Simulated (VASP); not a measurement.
The system is Be.

```xyz
1
Lattice="-1.4136 1.4136 1.3222 1.4136 -1.4136 1.3222 1.4136 1.4136 -1.3222" Properties=species:S:1:pos:R:3 pbc="T T T"
Be    0.0000    0.0000    0.0000
```

- Program: VASP 6.6.1
- Task: relaxation of cell and atoms
- Functional: r2SCAN
- Potentials or basis: VASP PAW PBE potentials, release 64 (Be)
- Cutoff: 660 eV
- k mesh: 10 × 10 × 10
- Occupations: gaussian, width 0.1 eV
- Spin: no spin polarisation

At the start: pressure -22.1 GPa; volume 10.57 Å³/atom.

Question: How do energy, volume and symmetry change on relaxing?

Answer: Over 4 steps the energy falls by 226.7 meV/atom and the volume is 7.93 Å³/atom (-25.0 %); space group I4/mmm (No. 139, to 0.1 Å) before and after.

Step by step:
```
step  energy change (eV)  largest force (eV/Å)  pressure (GPa)  volume (Å³)
   1              0.0000                0.0000          -22.11        10.57
   2             -0.2127                0.0000           -7.54         8.49
   3             -0.2264                0.0000           -1.14         8.01
   4             -0.2267                0.0000            0.03         7.93
```

Final structure:
```
Be
1.0
    -1.29454    1.29454    1.18309
     1.29454   -1.29454    1.18309
     1.29454    1.29454   -1.18309
Be
1
Direct
  0.00000 0.00000 0.00000
```

Caveat: the volume moved by over 15 % at a fixed basis, so the end points are rough; the PAW data sets were made with another functional, which shifts forces and pressure a little.
